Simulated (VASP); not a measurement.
A run of VASP 6.6.1 is set up as follows.

File INCAR:

```
SYSTEM = Cd
ALGO = Normal ; EDIFF = 1E-6
ENCUT = 520 ; GGA = PS
ISIF = 2 ; ISMEAR = -1
LASPH = .TRUE. ; LCHARG = .FALSE.
LREAL = .FALSE. ; LWAVE = .FALSE.
NBANDS = 12 ; NELM = 80
PREC = Accurate ; SIGMA = 0.1
```

Contents of KPOINTS:

```
k-points
0
G
  15 15 15
  0 0 0
```

File POSCAR:

```
Cd
1.0
   -1.7001304326      1.7001304326      1.7001304326
    1.7001304326     -1.7001304326      1.7001304326
    1.7001304326      1.7001304326     -1.7001304326
Cd
1
Direct
    0.0000000000      0.0000000000      0.0000000000
```

Potentials or basis: VASP PAW PBE potentials, release 64 (Cd).

Launch:

```sh
$ cat potpaw_PBE.64/Cd/POTCAR > POTCAR
$ mpirun -np 1 vasp_std > vasp.out
```

Problem. What does it give for the band gap on the k mesh?

Solution. Zero (band 6 reaches 6.45 eV, above the bottom of band 7 at 2.89 eV).

Problem. What does it give for the pressure?

Solution. 6.1 GPa.

Caveat: the PAW data sets were made with another functional, which shifts forces and pressure a little.
